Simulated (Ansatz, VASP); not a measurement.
**One calculation of CdTe, two programs**

File POSCAR:

```
CdTe
1.0
    0.0000000000      3.2446714369      3.2446714369
    3.2446714369      0.0000000000      3.2446714369
    3.2446714369      3.2446714369      0.0000000000
Cd Te
1 1
Direct
    0.0000000000      0.0000000000      0.0000000000
    0.2500000000      0.2500000000      0.2500000000
```

Contents of INCAR.step1:

```
PREC = Accurate ; ENCUT = 520
ISMEAR = 0 ; SIGMA = 0.02
LREAL = False ; LASPH = True
NELM = 60 ; NBANDS = 16
GGA = PE ; ALGO = Normal
EDIFF = 1E-4 ; LWAVE = True
LCHARG = False
```

Contents of INCAR.step2:

```
PREC = Accurate ; ENCUT = 520
EDIFF = 1E-7 ; ISMEAR = 0
SIGMA = 0.02 ; LREAL = False
LASPH = True ; NELM = 60
ALGO = Normal ; ISIF = 2
LWAVE = False ; LCHARG = False
METAGGA = R2SCAN ; LMIXTAU = True
NBANDS = 16 ; ISTART = 1
```

File KPOINTS:

```
Automatic mesh
0
Gamma
  8 8 8
```

Input for Ansatz:

```yaml
crystal:
  lattice:
    - [0.0, 3.2446714369, 3.2446714369]
    - [3.2446714369, 0.0, 3.2446714369]
    - [3.2446714369, 3.2446714369, 0.0]
  atoms:
    - { symbol: Cd, position: [0.0, 0.0, 0.0] }
    - { symbol: Te, position: [0.25, 0.25, 0.25] }
basis:
  ecutwfc: 500
kpoints:
  mp_grid: { grid: [8, 8, 8] }
  band_path:
    path:
      - [0.0, 0.0, 0.0]
      - [-0.5, -0.5, 0.0]
      - [-0.375, -0.375, 0.25]
      - [-0.375, 0.0, 0.375]
      - [0.0, 0.0, 0.5]
      - [-0.5, -0.25, 0.25]
    npoints: 1
hamiltonian:
  xc: r2scan
scf:
  occupations: { method: gaussian, width: 0.02 }
  n_extra_bands: 4
output:
  forces: true
  stress: true
  eigenvalues: true
```

Alike in both runs: task single point; functional r2SCAN; k mesh 8 × 8 × 8; occupations gaussian, width 0.02 eV; no spin polarisation.

|  | VASP | Ansatz |
| --- | --- | --- |
| version | VASP 6.6.1 | Ansatz 0.2.0 |
| potentials or method | VASP PAW PBE potentials, release 64 (Cd, Te), cutoff 520 eV | scalar-relativistic, plane waves, PAW |
| valence electrons in the cell | 18 | 36 |

```csv
,VASP,Ansatz,Ansatz less VASP
gap on the k mesh at the Fermi level (eV),1.26,1.27,+0.007
least direct gap on the mesh (eV),1.26,1.27,+0.007
pressure (GPa),1.5,1.4,-0.11
```

VASP's potentials were made for PBE, not for r2SCAN. The functional is the same, so the differences come from potentials, cutoffs and numerics. VASP's potentials hold 18 valence electrons a cell and Ansatz's 36, so a difference there can come from the potentials and not from the codes.

Neither program's run includes spin-orbit coupling.
